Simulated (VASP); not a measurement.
Here is a VASP 6.6.1 calculation.

The input INCAR:

```
SYSTEM = Al5GaN6
ALGO     = Normal         ! electronic algorithm
EDIFF    = 1E-6           ! SCF threshold, eV
ENCUT    = 520            ! plane-wave cutoff, eV
GGA      = PE             ! functional
ISIF     = 2              ! what is computed and relaxed
ISMEAR   = 0              ! smearing method
ISPIN    = 2              ! spin polarisation
LASPH    = .True.         ! aspherical terms in the spheres
LCHARG   = .False.        ! write CHGCAR
LORBIT   = 11             ! projections on sites
LREAL    = .False.        ! projectors in reciprocal space
LWAVE    = .False.        ! write WAVECAR
MAGMOM   = 0 0 0 0 0 0 1 1 1 1 1 1 ! initial moments
NBANDS   = 45             ! bands
NELM     = 150            ! most SCF steps
PREC     = Accurate       ! precision mode
SIGMA    = 0.1            ! smearing width, eV
```

KPOINTS

```
k-points
0
Gamma
  6 4 2
  0 0 0
```

File POSCAR:

```
Al5GaN6
1.0
    3.3419538300      0.0000000000      0.0000000000
    0.0000000000      4.7262364200      0.0000000000
    0.0000000000      0.0000000000     10.0258614800
Al Ga N
5 1 6
Direct
    0.0000000000      0.5000000000      0.8333333300
    0.0000000000      0.5000000000      0.1666666700
    0.5000000000      0.0000000000      0.3333333300
    0.0000000000      0.5000000000      0.5000000000
    0.5000000000      0.0000000000      0.6666666700
    0.5000000000      0.0000000000      0.0000000000
    0.0000000000      0.0000000000      0.8333333300
    0.5000000000      0.5000000000      0.0000000000
    0.0000000000      0.0000000000      0.1666666700
    0.5000000000      0.5000000000      0.3333333300
    0.0000000000      0.0000000000      0.5000000000
    0.5000000000      0.5000000000      0.6666666700
```

Potentials or basis: VASP PAW PBE potentials, release 64 (Al, Ga_d, N).

Run with:

```sh
$ cat potpaw_PBE.64/Al/POTCAR potpaw_PBE.64/Ga_d/POTCAR potpaw_PBE.64/N/POTCAR > POTCAR
$ mpirun -np 1 vasp_std > vasp.out
```

**Question.** What does it give for the band gap on the k mesh?

**Answer.** 0.02 eV (least direct gap 0.04 eV).

**Question.** Estimate the net moment.

**Answer.** 0.00 μB per cell.

Stress tensor (GPa, compression positive):
```
-41.59   0.00   0.00
  0.00 -41.90   0.00
  0.00   0.00 -41.57
```

Caveat: the cell stands under tension; the smearing spreads over this small gap; semilocal functionals underestimate gaps, and a narrow one can read as zero. A k mesh can miss the band edges.
